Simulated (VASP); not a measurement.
# Bi2Te3 (R-3m) in VASP: settings compared

Bi2Te3 is run at these levels: PBE+D4, PBE+D3(BJ), r2SCAN+rVV10, PBE; tasks: single point.

Program: VASP 6.6.1. These are calculated values, not measurements. Logs are shortened: lines on timing, memory, paths and dates and some standing lists are left out, and cuts for length are marked.

## (1) The cell of the first run

Symmetry: R-3m, No. 166, trigonal system. The conventional cell has a = 4.384 Å, b = 4.384 Å, c = 30.284 Å, α = 90.00°, β = 90.00°, γ = 120.00°. Bi (site symmetry 3m) has 6 Te at 3.07 to 3.24 Å within 4.0 Å. Te (site symmetry 3m) has 3 Bi at 3.07 Å and 3 Te at 3.62 Å within 4.0 Å. Te (site symmetry -3m) has 6 Bi at 3.24 Å and 12 Te at 4.38 to 4.53 Å within 4.6 Å.

## (2) Single point, PBE+D4

Input file INCAR:

```
SYSTEM = Bi2Te3
  PREC = Accurate
  ENCUT = 520
  EDIFF = 1E-7
  ISMEAR = -1
  SIGMA = 0.02
  LREAL = .FALSE.
  LASPH = .TRUE.
  NELM = 60
  ALGO = Normal
  ISIF = 2
  LWAVE = .FALSE.
  LCHARG = .FALSE.
  GGA = PE
  IVDW = 13
  NBANDS = 32
```

Input file KPOINTS:

```
Automatic mesh
0
G
  6 6 6
  0 0 0
```

Input file POSCAR:

```
Bi2Te3
1.0
    2.1918542244      1.2654676265     10.0945094119
   -2.1918542244      1.2654676265     10.0945094119
    0.0000000000     -2.5309352530     10.0945094119
Bi Te
2 3
Direct
    0.4001015712      0.4001015712      0.4001015712
    0.5998984288      0.5998984288      0.5998984288
    0.2093200553      0.2093200553      0.2093200553
    0.7906799447      0.7906799447      0.7906799447
    0.0000000000      0.0000000000      0.0000000000
```

Potentials or basis: VASP PAW PBE potentials, release 64 (Bi_d, Te).

Launch:

```sh
cat potpaw_PBE.64/Bi_d/POTCAR potpaw_PBE.64/Te/POTCAR > POTCAR
mpirun -np 1 vasp_std > vasp.out
```

OUTCAR:

```text
SYSTEM = Bi2Te3
   PREC = Accurate
   ENCUT = 520
   EDIFF = 1E-7
   ISMEAR = -1
   LREAL = .FALSE.
   LASPH = .TRUE.
   NELM = 60
   ISIF = 2
   GGA = PE
   IVDW = 13

 ion  position               nearest neighbor table
   1  0.400  0.400  0.400-   4 3.07   4 3.07   4 3.07   5 3.24   5 3.24   5 3.24
   2  0.600  0.600  0.600-   3 3.07   3 3.07   3 3.07   5 3.24   5 3.24   5 3.24
   3  0.209  0.209  0.209-   2 3.07   2 3.07   2 3.07   4 3.62   4 3.62   4 3.62
   4  0.791  0.791  0.791-   1 3.07   1 3.07   1 3.07   3 3.62   3 3.62   3 3.62
   5  0.000  0.000  0.000-   2 3.24   2 3.24   1 3.24   1 3.24   2 3.24   1 3.24

  LATTYP: Found a trigonal (rhomboedric) cell.
 ALAT       =    10.4069569770
 COS(alpha) =     0.9112832118

  Lattice vectors:

 A1 = (   2.1918542244,   1.2654676265,  10.0945094119)
 A2 = (  -2.1918542244,   1.2654676265,  10.0945094119)
 A3 = (   0.0000000000,  -2.5309352530,  10.0945094119)

Analysis of symmetry for initial positions (statically):
=====================================================================
 Subroutine PRICEL returns:
 Original cell was already a primitive cell.

 Routine SETGRP: Setting up the symmetry group for a
 trigonal (rhombohedral) supercell.

 Subroutine GETGRP returns: Found 12 space group operations
 (whereof 12 operations were pure point group operations)
 out of a pool of 12 trial point group operations.

The static configuration has the point symmetry D_3d.

Analysis of symmetry for dynamics (positions and initial velocities):
=====================================================================
 Subroutine PRICEL returns:
 Original cell was already a primitive cell.

 Routine SETGRP: Setting up the symmetry group for a
 trigonal (rhombohedral) supercell.

 Subroutine GETGRP returns: Found 12 space group operations
 (whereof 12 operations were pure point group operations)
 out of a pool of 12 trial point group operations.

The dynamic configuration has the point symmetry D_3d.

 Subroutine INISYM returns: Found 12 space group operations
 (whereof 12 operations are pure point group operations),
 and found     1 'primitive' translations

----------------------------------------------------------------------------------------

                                     Primitive cell

  volume of cell :     167.9961

  direct lattice vectors                    reciprocal lattice vectors
     2.191854224  1.265467626 10.094509412     0.228117360  0.131703619  0.033021251
    -2.191854224  1.265467626 10.094509412    -0.228117360  0.131703619  0.033021251
     0.000000000 -2.530935253 10.094509412     0.000000000 -0.263407239  0.033021251

  length of vectors
    10.406956977 10.406956977 10.406956977     0.265468975  0.265468975  0.265468975

  position of ions in fractional coordinates (direct lattice)
     0.400101571  0.400101571  0.400101571
     0.599898429  0.599898429  0.599898429
     0.209320055  0.209320055  0.209320055
     0.790679945  0.790679945  0.790679945
     0.000000000  0.000000000  0.000000000

  ion indices of the primitive-cell ions
   primitive index   ion index
                 1           1
                 2           2
                 3           3
                 4           4
                 5           5

----------------------------------------------------------------------------------------

 KPOINTS: Automatic mesh

Automatic generation of k-mesh.
 Grid dimensions read from file:
 generate k-points for:    6    6    6

 Generating k-lattice:

  Cartesian coordinates                     Fractional coordinates (reciprocal lattice)
     0.038019560  0.021950603  0.005503542     0.166666667  0.000000000 -0.000000000
    -0.038019560  0.021950603  0.005503542     0.000000000  0.166666667 -0.000000000
     0.000000000 -0.043901206  0.005503542    -0.000000000 -0.000000000  0.166666667

  Length of vectors
     0.044244829  0.044244829  0.044244829

  Shift w.r.t. Gamma in fractional coordinates (k-lattice)
     0.000000000  0.000000000  0.000000000

 Subroutine IBZKPT returns following result:
 ===========================================

 Found     32 irreducible k-points:

 Following reciprocal coordinates:
            Coordinates               Weight
  0.000000  0.000000  0.000000      1.000000
  0.166667  0.000000 -0.000000      6.000000
  0.333333  0.000000  0.000000      6.000000
  0.500000  0.000000  0.000000      3.000000
  0.166667  0.166667 -0.000000      6.000000
  0.333333  0.166667  0.000000     12.000000
[... 16 lines left out ...]
  0.500000  0.500000  0.166667      6.000000
 -0.333333  0.500000  0.166667     12.000000
 [... further k-points ...]
   k-points           NKPTS =     32   k-points in BZ     NKDIM =     32   number of bands    NBANDS=     32
   number of dos      NEDOS =    301   number of ions     NIONS =      5
   total plane-waves  NPLWV = 512000
   dimension x,y,z NGX =    80 NGY =   80 NGZ =   80
   dimension x,y,z NGXF=   160 NGYF=  160 NGZF=  160
   ions per type =               2   3
   NGX,Y,Z   is equivalent  to a cutoff of  12.78, 12.78, 12.78 a.u.
   NGXF,Y,Z  is equivalent  to a cutoff of  25.56, 25.56, 25.56 a.u.
 SYSTEM =  Bi2Te3
   PREC   = accura    normal or accurate (medium, high low for compatibility)
   ISTART =      0    job   : 0-new  1-cont  2-samecut
   ICHARG =      2    charge: 1-file 2-atom 10-const
   ISPIN  =      1    spin polarized calculation?
   LNONCOLLINEAR =      F non collinear calculations
   LSORBIT =      F    spin-orbit coupling
   LASPH  =      T    aspherical Exc in radial PAW
   ENCUT  =  520.0 eV  38.22 Ry    6.18 a.u.  19.35 19.35 19.35*2*pi/ulx,y,z
   NELM   =     60;   NELMIN=  2; NELMDL= -5     # of ELM steps
   EDIFF  = 0.1E-06   stopping-criterion for ELM
   LREAL  =      F    real-space projection
   EDIFFG = 0.1E-05   stopping-criterion for IOM
   NSW    =      0    number of steps for IOM
   IBRION =     -1    ionic relax: 0-MD 1-quasi-New 2-CG
   NFREE  =      0    steps in history (QN), initial steepest desc. (CG)
   ISIF   =      2    stress and relaxation
   ISYM   =      2    0-nonsym 1-usesym 2-fastsym
   POTIM  = 0.5000    time-step for ionic-motion
   TEBEG  =    0.0;   TEEND  =   0.0 temperature during run
   PSTRESS=    0.0 pullay stress
   NELECT =      48.0000    total number of electrons
   NUPDOWN=      -1.0000    fix difference up-down
   EMIN   =  10.00;   EMAX   =-10.00  energy-range for DOS
   EFERMI =   0.00;   METHOD = LEGACY
   ISMEAR =    -1;   SIGMA  =   0.02  broadening in eV -4-tet -1-fermi 0-gaus
   EFERMI_NEDOS =   21; number of points for ismear=-14 and -15
   IALGO  =     38    algorithm
   IMIX   =      4    mixing-type and parameters
     AMIX     =   0.40;   BMIX     =  1.00
     AMIX_MAG =   1.60;   BMIX_MAG =  1.00
  volume/ion in A,a.u.               =      33.60       226.74
  Fermi-wavevector in a.u.,A,eV,Ry     =   1.078257  2.037610 15.818645  1.162638
  Thomas-Fermi vector in A             =   2.214191
   LORBIT       =      0    0 simple, 1 ext, 2 COOP (PROOUT), +10 PAW based schemes
   GGA     = PE    functional components
   LHFCALC =     F    Hartree Fock is set to
   AEXX    =    0.0000 exact exchange contribution
   IVDW    =    13    specifies the selected vdW correction
   LEPSILON=     F    determine dielectric tensor
   LRPA    =     F    only Hartree local field effects (RPA)
 non-spin polarized calculation
  energy-cutoff  :      520.00
  volume of cell :      168.00
 maximum number of plane-waves:      4556
 NGX is ok and might be reduce to    80
   NGX = 39   NGY = 39   NGZ = 39

 number of electron      48.0000006 magnetization

 Free energy of the ion-electron system (eV)
  ---------------------------------------------------
  ext. energy  EPLUGINS =         0.00000000
  ---------------------------------------------------
  free energy    TOTEN  =       -18.31773534 eV

  energy without entropy =      -18.31773078  energy(sigma->0) =      -18.31773306

 E-fermi :   6.4534     XC(G=0):  -9.3658

 val. band max:        6.3253980996   @ k =   0.0000   0.0000   0.0000
 cond. band min:       6.5813394906   @ k =   0.0000   0.0000   0.0000
 fundamental gap:      0.2559413910
 Fermi energy:         6.4533725560

 k-point     1 :       0.0000    0.0000    0.0000
  band No.  band energies     occupation
      1     -16.8993      2.00000
      2     -16.8993      2.00000
      3     -16.8978      2.00000
      4     -16.8978      2.00000
      5     -16.8900      2.00000
      6     -16.8886      2.00000
[... 24 lines left out ...]
     31      11.1368      0.00000
     32      11.6305      0.00000

 k-point     2 :       0.1667    0.0000   -0.0000
  band No.  band energies     occupation
      1     -16.9015      2.00000
      2     -16.8996      2.00000
      3     -16.8966      2.00000
      4     -16.8951      2.00000
      5     -16.8888      2.00000
      6     -16.8874      2.00000
[... 24 lines left out ...]
     31      10.4205      0.00000
     32      11.2922      0.00000

 k-point     3 :       0.3333    0.0000    0.0000
  band No.  band energies     occupation
      1     -16.9068      2.00000
      2     -16.9042      2.00000
      3     -16.8938      2.00000
      4     -16.8916      2.00000
      5     -16.8912      2.00000
      6     -16.8889      2.00000
[... 24 lines left out ...]
     31      10.4956      0.00000
     32      11.4694      0.00000

 k-point     4 :       0.5000    0.0000    0.0000
  band No.  band energies     occupation
      1     -16.9097      2.00000
      2     -16.9068      2.00000
      3     -16.8936      2.00000
      4     -16.8924      2.00000
      5     -16.8907      2.00000
      6     -16.8900      2.00000
[... 24 lines left out ...]
     31       9.9660      0.00000
     32      11.1209      0.00000

 k-point     5 :       0.1667    0.1667   -0.0000
  band No.  band energies     occupation
      1     -16.9015      2.00000
      2     -16.8996      2.00000
      3     -16.8966      2.00000
      4     -16.8951      2.00000
      5     -16.8888      2.00000
      6     -16.8873      2.00000
[... 584 lines left out ...]
     31      10.9887      0.00000
     32      11.1139      0.00000

 k-point    22 :      -0.1667    0.3333    0.1667
  band No.  band energies     occupation
      1     -16.9063      2.00000
      2     -16.9040      2.00000
      3     -16.8957      2.00000
      4     -16.8929      2.00000
      5     -16.8900      2.00000
      6     -16.8881      2.00000
[... 24 lines left out ...]
     31      10.2996      0.00000
     32      12.1130      0.00000

 k-point    23 :       0.5000    0.5000    0.1667
  band No.  band energies     occupation
      1     -16.9067      2.00000
      2     -16.9043      2.00000
      3     -16.8938      2.00000
      4     -16.8916      2.00000
      5     -16.8912      2.00000
      6     -16.8889      2.00000
[... 24 lines left out ...]
     31      10.4492      0.00000
     32      11.2811      0.00000

 k-point    24 :      -0.3333    0.5000    0.1667
  band No.  band energies     occupation
      1     -16.9062      2.00000
      2     -16.9040      2.00000
      3     -16.8958      2.00000
      4     -16.8929      2.00000
      5     -16.8900      2.00000
      6     -16.8881      2.00000
[... 24 lines left out ...]
     31      11.0626      0.00000
     32      11.6252      0.00000

 [... further k-points ...]

------------------------ aborting loop because EDIFF is reached ----------------------------------------

  DFT-D4 for vdW energy calculation

  Edisp (eV):   -2.47617

  FORCE on cell =-STRESS in cart. coord.  units (eV):
  Direction    XX          YY          ZZ          XY          YZ          ZX
  --------------------------------------------------------------------------------------
  -------------------------------------------------------------------------------------
  Total       0.01704     0.01704     0.03089     0.00000     0.00000     0.00000
  in kB       0.16247     0.16247     0.29456     0.00000     0.00000     0.00000
  external pressure =        0.21 kB  Pullay stress =        0.00 kB

 VOLUME and BASIS-vectors are now :
 -----------------------------------------------------------------------------
  energy-cutoff  :      520.00
  volume of cell :      168.00
      direct lattice vectors                 reciprocal lattice vectors
     2.191854224  1.265467626 10.094509412     0.228117360  0.131703619  0.033021251
    -2.191854224  1.265467626 10.094509412    -0.228117360  0.131703619  0.033021251
     0.000000000 -2.530935253 10.094509412     0.000000000 -0.263407239  0.033021251

 POSITION                                       TOTAL-FORCE (eV/Angst)
 -----------------------------------------------------------------------------------
      0.00000      0.00000     12.11649         0.000000      0.000000     -0.008264
      0.00000      0.00000     18.16704         0.000000     -0.000000      0.008264
      0.00000      0.00000      6.33895         0.000000     -0.000000     -0.013608
      0.00000      0.00000     23.94458         0.000000      0.000000      0.013608
      0.00000      0.00000      0.00000         0.000000      0.000000     -0.000000
 -----------------------------------------------------------------------------------
    total drift:                               -0.000000      0.000000     -0.000000

  FREE ENERGIE OF THE ION-ELECTRON SYSTEM (eV)
  ---------------------------------------------------
  free  energy   TOTEN  =       -20.7939085982 eV

  energy  without entropy=      -20.7939040421  energy(sigma->0) =      -20.79390632
```

Run time: 7.6 min. Hardware: 1 thread of Intel Xeon 6975P-C (Granite Rapids), shared host; peak memory 0.96 GiB.

What came out:

| Item | Value |
| --- | --- |
| Free energy | -20.7939 eV |
| Pressure | 0.0 GPa |
| Largest force | 0.014 eV/Å |
| Band gap on the k mesh | 0.26 eV |
| Dispersion energy per atom | -0.495 eV |

Forces in eV/Å, atoms in the order of the input:
```
Bi   0.000  0.000 -0.008
Bi   0.000  0.000  0.008
Te   0.000  0.000 -0.014
Te   0.000  0.000  0.014
Te   0.000  0.000  0.000
```

Levels at points of the mesh, in eV from the valence-band top:
| k point | band 20 | band 21 | band 22 | band 23 | band 24 | band 25 | band 26 | band 27 | band 28 | band 29 |
| --- | --- | --- | --- | --- | --- | --- | --- | --- | --- | --- |
| (0.00, 0.00, 0.00) | -1.76 | -1.76 | -0.90 | -0.90 | 0.00 | 0.26 | 0.61 | 0.61 | 1.95 | 2.11 |
| (0.50, 0.00, 0.00) | -3.21 | -2.97 | -2.44 | -0.93 | -0.50 | 0.56 | 1.04 | 2.77 | 2.81 | 3.31 |
| (0.50, 0.50, 0.00) | -2.39 | -2.03 | -1.82 | -1.59 | -0.94 | 0.87 | 1.51 | 2.07 | 2.66 | 2.73 |
| (0.50, 0.50, 0.50) | -1.45 | -1.45 | -1.21 | -1.21 | -0.43 | 0.82 | 1.12 | 1.12 | 1.62 | 1.62 |

Caveat: spin-orbit coupling is left out, which moves the levels of the heavy elements. A k mesh can miss the band edges.

[end of part 1 of 2]
